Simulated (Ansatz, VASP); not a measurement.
**One calculation of Rb, two programs**

INCAR

```
SYSTEM = Rb
PREC = Accurate
ENCUT = 520
EDIFF = 1E-6
ISMEAR = 0
SIGMA = 0.15
LREAL = .FALSE.
LASPH = .TRUE.
NELM = 100
ALGO = Fast
ISIF = 2
LWAVE = .FALSE.
LCHARG = .TRUE.
GGA = PS
LELF = .TRUE.
LVHAR = .TRUE.
NBANDS = 10
```

File KPOINTS:

```
Automatic mesh
0
G
  12 12 12
  0 0 0
```

POSCAR

```
Rb
1.0
   -2.8901800000      2.8901800000      2.7218200000
    2.8901800000     -2.8901800000      2.7218200000
    2.8901800000      2.8901800000     -2.7218200000
Rb
1
Direct
    0.0000000000      0.0000000000      0.0000000000
```

Input for Ansatz:

```yaml
crystal:
  lattice:
    - [-2.89018, 2.89018, 2.72182]
    - [2.89018, -2.89018, 2.72182]
    - [2.89018, 2.89018, -2.72182]
  atoms:
    - { symbol: Rb, position: [0.0, 0.0, 0.0] }
basis:
  ecutwfc: 420
kpoints:
  mp_grid: { grid: [12, 12, 12] }
hamiltonian:
  xc: pbesol
scf:
  occupations: { method: gaussian, width: 0.15 }
output:
  forces: true
  stress: true
  eigenvalues: true
```

Change from the starting cell: strain +0.030 along x and y, -0.030 along z, atoms carried along.

Alike in both runs: task single point; functional PBEsol; k mesh 12 × 12 × 12; occupations gaussian, width 0.15 eV; no spin polarisation.

|  | VASP | Ansatz |
| --- | --- | --- |
| version | VASP 6.6.1 | Ansatz 0.2.0 |
| potentials or method | VASP PAW PBE potentials, release 64 (Rb_sv), cutoff 520 eV | scalar-relativistic, plane waves, PAW |
| valence electrons in the cell | 9 | 9 |

|  | VASP | Ansatz | Ansatz less VASP |
| --- | --- | --- | --- |
| gap on the k mesh at the Fermi level (eV) | none | none | - |
| pressure (GPa) | -0.1 | -0.1 | 0.00 |

VASP's potentials were made for PBE, not for PBEsol. A gap of «none» marks a metal or a gap that the smearing closes.
